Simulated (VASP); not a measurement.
Runs of VASP 6.6.1 on LaB. The structure is that of space group Fm-3m (No. 225), or close to it. The cells are those of the table. 

| level | potentials or basis | cell | gap on the mesh (eV) | pressure (GPa) |
| --- | --- | --- | --- | --- |
| PBE | VASP PAW PBE potentials, release 64 (La, B) | a = 3.956 Å, angles 60.0°, 2 atoms | none | 2.5 |
| LDA | VASP PAW LDA potentials, release 64 (La, B) | a = 4.010 Å, angles 60.0°, 2 atoms | none | -4.3 |
| PBE | VASP PAW PBE potentials, release 64 (La, B) | a = 4.010 Å, angles 60.0°, 2 atoms | none | 0.0 |
| PBE | VASP PAW PBE potentials, release 64 (La, B) | a = 3.935 Å, angles 60.0°, 2 atoms | none | 3.6 |
| PBE | VASP PAW PBE potentials, release 64 (La, B) | a = 4.063 Å, angles 60.0°, 2 atoms | none | -2.1 |
| PBE | VASP PAW PBE potentials, release 64 (La, B) | a = 4.022 Å, angles 60.0°, 2 atoms | none | (b) |
| PBE | VASP PAW PBE potentials, release 64 (La, B) | a = 3.860 Å, angles 60.0°, 2 atoms | none | 7.8 |
| PBE | VASP PAW PBE potentials, release 64 (La, B) | a = 3.983 Å, angles 60.0°, 2 atoms | none | 1.2 |
| PBE | VASP PAW PBE potentials, release 64 (La, B) | a = 3.925 Å, angles 60.0°, 2 atoms | none | 4.1 |
| PBE | VASP PAW PBE potentials, release 64 (La, B) | a = 4.037 Å, angles 60.0°, 2 atoms | none | -1.1 |
| PBE | VASP PAW PBE potentials, release 64 (La, B) | a = 4.102 Å, angles 60.0°, 2 atoms | none | -3.5 |
| PBEsol | VASP PAW PBE potentials, release 64 (La, B) | a = 4.010 Å, angles 60.0°, 2 atoms | none | (a) |

Alike in all rows: task single point; no spin polarisation; k mesh 10 × 10 × 10; cutoff (eV) 520; smearing gaussian 0.05 eV.

Q: Estimate the missing entries.

A: (a) -2.6; (b) -0.5.

Caveats: spin-orbit coupling is left out, which moves the levels of the heavy elements; the cell stands under pressure (at least some runs); the cell stands under tension (at least some runs); the PAW data sets were made with another functional, which shifts forces and pressure a little (at least some runs).

A k mesh can miss the band edges, and the runs leave out spin-orbit coupling on La.

A gap of «none» marks levels without a gap at the run's occupations.
